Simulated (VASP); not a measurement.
# Cu (Fm-3m) in VASP: further runs, part 2 of 2

VASP 6.6.1. Earlier steps stand in the parts before.

## 3. Relaxation of cell and atoms, r2SCAN+rVV10, target pressure 21.1 GPa, at which the enthalpy is minimised

This run uses another cell than the first one, of 11.81 Å³/atom.

The input, POSCAR:

```
Cu
1.0
    0.0000000000      1.8075000000      1.8075000000
    1.8075000000      0.0000000000      1.8075000000
    1.8075000000      1.8075000000      0.0000000000
Cu
1
Direct
    0.0000000000      0.0000000000      0.0000000000
```

The input, INCAR.step1:

```
  ALGO = Normal
  EDIFF = 1E-4
  ENCUT = 600
  GGA = PE
  ISMEAR = 0
  LASPH = True
  LCHARG = False
  LREAL = False
  LWAVE = True
  NELM = 100
  PREC = Accurate
  SIGMA = 0.1
```

The input, INCAR.step2:

```
  ALGO = Normal
  BPARAM = 11.95
  CPARAM = 0.0093
  EDIFF = 1E-6
  EDIFFG = -0.002
  ENCUT = 600
  IBRION = 2
  ISIF = 3
  ISMEAR = 0
  ISTART = 1
  IVDW_NL = 2
  LASPH = True
  LCHARG = False
  LMIXTAU = True
  LREAL = False
  LUSE_VDW = True
  LWAVE = False
  METAGGA = R2SCAN
  NELM = 100
  NSW = 100
  PREC = Accurate
  PSTRESS = 211.0
  SIGMA = 0.1
```

The input, KPOINTS:

```
k-points
0
Gamma
  20 20 20
```

Potentials or basis: VASP PAW PBE potentials, release 64 (Cu).

The run is started by

```
$ cat potpaw_PBE.64/Cu/POTCAR > POTCAR
$ cp INCAR.step1 INCAR
$ mpirun -np 1 vasp_std > vasp.out
$ cp INCAR.step2 INCAR
$ mpirun -np 1 vasp_std > vasp.out
```

OUTCAR:

```text
BPARAM = 11.95
   EDIFF = 1E-6
   EDIFFG = -0.002
   ENCUT = 600
   IBRION = 2
   ISIF = 3
   ISMEAR = 0
   ISTART = 1
   IVDW_NL = 2
   LASPH = True
   LREAL = False
   METAGGA = R2SCAN
   NELM = 100
   NSW = 100
   PREC = Accurate
   PSTRESS = 211.0

 ion  position               nearest neighbor table
   1  0.000  0.000  0.000-

  LATTYP: Found a face centered cubic cell.
 ALAT       =     3.6150000000

  Lattice vectors:

 A1 = (   0.0000000000,   1.8075000000,   1.8075000000)
 A2 = (   1.8075000000,   0.0000000000,   1.8075000000)
 A3 = (   1.8075000000,   1.8075000000,   0.0000000000)

Analysis of symmetry for initial positions (statically):
=====================================================================
[... 229 lines left out ...]
      9      43.1605      0.00000
[... 345 lines left out ...]
  energy  without entropy=      -10.4815323943  energy(sigma->0) =      -10.48209390

  enthalpy is  TOTEN    =        -9.1198490568 eV   P V=        1.3628063402

[... ionic steps 4 to 14 ...]

--------------------------------------- Ionic step       15  -------------------------------------------

 number of electron      10.9999992 magnetization

------------------------ aborting loop because EDIFF is reached ----------------------------------------
[... 69 lines left out ...]
--------------------------------------- Ionic step       17  -------------------------------------------

 number of electron      10.9999993 magnetization

 Free energy of the ion-electron system (eV)
  ---------------------------------------------------
  ext. energy  EPLUGINS =         0.00000000
  ---------------------------------------------------
  free energy    TOTEN  =       -10.47530091 eV

  energy without entropy =      -10.47418475  energy(sigma->0) =      -10.47474283

 E-fermi :   9.1962     XC(G=0): -14.7240

 val. band max:        9.1598972093   @ k =   0.5000   0.3000   0.1500
 cond. band min:       9.2234036223   @ k =   0.5000   0.2500   0.1000
 fundamental gap:      0.0635064130
 Fermi energy:         9.1962465060

 k-point     1 :       0.0000    0.0000    0.0000
  band No.  band energies     occupation
      1      -1.6216      2.00000
      2       5.6013      2.00000
      3       5.6013      2.00000
      4       5.6013      2.00000
      5       6.6173      2.00000
      6       6.6173      2.00000
      7      33.7048      0.00000
      8      37.8657      0.00000
      9      37.8658      0.00000
[... 308 lines left out ...]
  energy  without entropy=      -10.4741847508  energy(sigma->0) =      -10.47474283

  enthalpy is  TOTEN    =        -9.1201013401 eV   P V=        1.3551995719

 reached required accuracy - stopping structural energy minimisation
```

OUTCAR.step1:

```text
EDIFF = 1E-4
   ENCUT = 600
   GGA = PE
   ISMEAR = 0
   LASPH = True
   LREAL = False
[... 502 lines left out ...]

 POSITION                                       TOTAL-FORCE (eV/Angst)
 -----------------------------------------------------------------------------------
      0.00000      0.00000      0.00000         0.000000      0.000000      0.000000
 -----------------------------------------------------------------------------------
    total drift:                                0.000000      0.000000      0.000000

  FREE ENERGIE OF THE ION-ELECTRON SYSTEM (eV)
  ---------------------------------------------------
  free  energy   TOTEN  =        -3.7280938034 eV

  energy  without entropy=       -3.7267792581  energy(sigma->0) =       -3.72743653
```

Wall time 22 min (1 thread of Intel Xeon 8259CL, shared host); peak memory 0.22 GiB.

What came out:

- Free energy: -10.4753 eV
- Relaxed volume: 10.29 Å³/atom
- Relaxed cell: a = 2.441 Å, b = 2.441 Å, c = 2.441 Å, α = 60.00°, β = 60.00°, γ = 60.00°
- Space group after relaxing (to 0.1 Å): Fm-3m (No. 225)
- Energy change on relaxing (the run minimises the enthalpy): +55.3 meV/atom
- Ionic steps: 17
- Pressure after relaxing: 21.1 GPa
- Band gap on the k mesh: zero (an odd number of electrons rules out a gap without spin polarisation)

The path:
| step | energy change (eV) | largest force (eV/Å) | pressure (GPa) | volume (Å³) |
| --- | --- | --- | --- | --- |
| 1 | 0.0000 | 0.0000 | -5.94 | 11.81 |
| 2 | 0.5334 | 0.0000 | 85.49 | 8.72 |
| 3 | 0.0480 | 0.0000 | 19.72 | 10.35 |
| 4 | 0.0534 | 0.0000 | 20.75 | 10.31 |
| 5 | 0.0571 | 0.0000 | 21.49 | 10.28 |
| 6 | 0.0528 | 0.0000 | 20.51 | 10.31 |
| 7 | 0.0550 | 0.0000 | 21.04 | 10.29 |
| 8 | 0.0552 | 0.0000 | 21.34 | 10.29 |
| 9 | 0.0550 | 0.0000 | 20.81 | 10.29 |
| 10 | 0.0551 | 0.0000 | 21.03 | 10.29 |
| 11 | 0.0552 | 0.0000 | 21.27 | 10.29 |
| 12 | 0.0544 | 0.0000 | 21.02 | 10.30 |
| 13 | 0.0547 | 0.0000 | 21.19 | 10.30 |
| 14 | 0.0545 | 0.0000 | 20.80 | 10.30 |
| 15 | 0.0546 | 0.0000 | 20.93 | 10.30 |
| 16 | 0.0547 | 0.0000 | 21.03 | 10.30 |
| 17 | 0.0553 | 0.0000 | 21.12 | 10.29 |

Final structure:
```
CELL_PARAMETERS angstrom
0.00000 1.72637 1.72637
1.72637 0.00000 1.72637
1.72637 1.72637 0.00000
ATOMIC_POSITIONS crystal
Cu 0.00000 0.00000 0.00000
```

Caveat: the cell is relaxed towards a set pressure, so the run minimises the enthalpy, not the energy; the PAW data sets were made with another functional, which shifts forces and pressure a little.
